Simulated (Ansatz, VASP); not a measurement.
# Two plane-wave programs on Au

Contents of POSCAR:

```
Au
1.0
   -1.5967457828      1.5967457828      1.6786301820
    1.5967457828     -1.5967457828      1.6786301820
    1.5967457828      1.5967457828     -1.6786301820
Au
1
Direct
    0.0000000000      0.0000000000      0.0000000000
```

The input INCAR.step1:

```
PREC = Accurate ; ENCUT = 520
ISMEAR = 0 ; SIGMA = 0.15
LREAL = False ; LASPH = True
NELM = 60 ; NBANDS = 12
GGA = PE ; ALGO = Normal
EDIFF = 1E-4 ; LWAVE = True
LCHARG = False
```

INCAR.step2

```
PREC = Accurate ; ENCUT = 520
EDIFF = 1E-6 ; ISMEAR = 0
SIGMA = 0.15 ; LREAL = False
LASPH = True ; NELM = 60
ALGO = Normal ; ISIF = 2
LWAVE = False ; LCHARG = True
METAGGA = R2SCAN ; LMIXTAU = True
LELF = True ; LVHAR = True
NBANDS = 12 ; ISTART = 1
```

KPOINTS

```
Automatic mesh
0
Gamma
  26 26 26
```

Input for Ansatz:

```yaml
crystal:
  lattice:
    - [-1.5967457828, 1.5967457828, 1.678630182]
    - [1.5967457828, -1.5967457828, 1.678630182]
    - [1.5967457828, 1.5967457828, -1.678630182]
  atoms:
    - { symbol: Au, position: [0.0, 0.0, 0.0] }
basis:
  ecutwfc: 500
kpoints:
  mp_grid: { grid: [26, 26, 26] }
hamiltonian:
  xc: r2scan
scf:
  occupations: { method: gaussian, width: 0.15 }
output:
  forces: true
  stress: true
  eigenvalues: true
```

Change from the starting cell: strain -0.025 along x and y, +0.025 along z, atoms carried along.

Alike in both runs: task single point; functional r2SCAN; k mesh 26 × 26 × 26; occupations gaussian, width 0.15 eV; no spin polarisation.

|  | VASP | Ansatz |
| --- | --- | --- |
| version | VASP 6.6.1 | Ansatz 0.2.0 |
| potentials or method | VASP PAW PBE potentials, release 64 (Au), cutoff 520 eV | scalar-relativistic, plane waves, PAW |
| valence electrons in the cell | 11 | 19 |

Ansatz gave:

```
gap on the k mesh at the Fermi level (eV)                     : none
pressure (GPa)                                                : 4.5
traceless stress, the component that is largest in VASP (GPa) : 0.19
```

Q: Estimate VASP's values.

A: gap on the k mesh at the Fermi level (eV): none; pressure (GPa): 4.9; traceless stress, the component that is largest in VASP (GPa): 0.21.

VASP's potentials were made for PBE, not for r2SCAN. A gap of «none» marks a metal or a gap that the smearing closes. The functional is the same, so the differences come from potentials, cutoffs and numerics. VASP's potentials hold 11 valence electrons a cell and Ansatz's 19, so a difference there can come from the potentials and not from the codes.

Spin-orbit coupling is off throughout.
